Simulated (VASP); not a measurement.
Runs of VASP 6.6.1 on Se. The structure is that of space group Fd-3m (No. 227), or close to it. The cells are those of the table. 

| task | cell | k mesh for the DOS | occupations for the DOS | gap on the mesh (eV) | pressure (GPa) |
| --- | --- | --- | --- | --- | --- |
| single point | a = 4.156 Å, angles 60.0°, 2 atoms | - | - | none | 13.7 |
| single point | a = 4.477 Å, angles 60.0°, 2 atoms | - | - | none | 0.0 |
| single point | a = 4.322 Å, angles 60.0°, 2 atoms | - | - | none | 5.1 |
| single point | a = 3.975 Å, angles 60.0°, 2 atoms | - | - | none | 28.5 |
| single point | a = 3.299 Å, angles 60.0°, 2 atoms | - | - | none | 216.1 |
| single point | a = 3.553 Å, angles 60.0°, 2 atoms | - | - | none | (b) |
| single point | a = 3.776 Å, angles 60.0°, 2 atoms | - | - | none | (a) |

Alike in all rows: level PBE; potentials or basis VASP PAW PBE potentials, release 64 (Se); no spin polarisation; k mesh 11 × 11 × 11; cutoff (eV) 520; smearing fermi-dirac 0.1 eV.

Q: Fill in the values left out.

A: (a) 54.7; (b) 105.5.

A k mesh can miss the band edges, and the runs leave out spin-orbit coupling on Se.

A gap of «none» marks levels without a gap at the run's occupations.
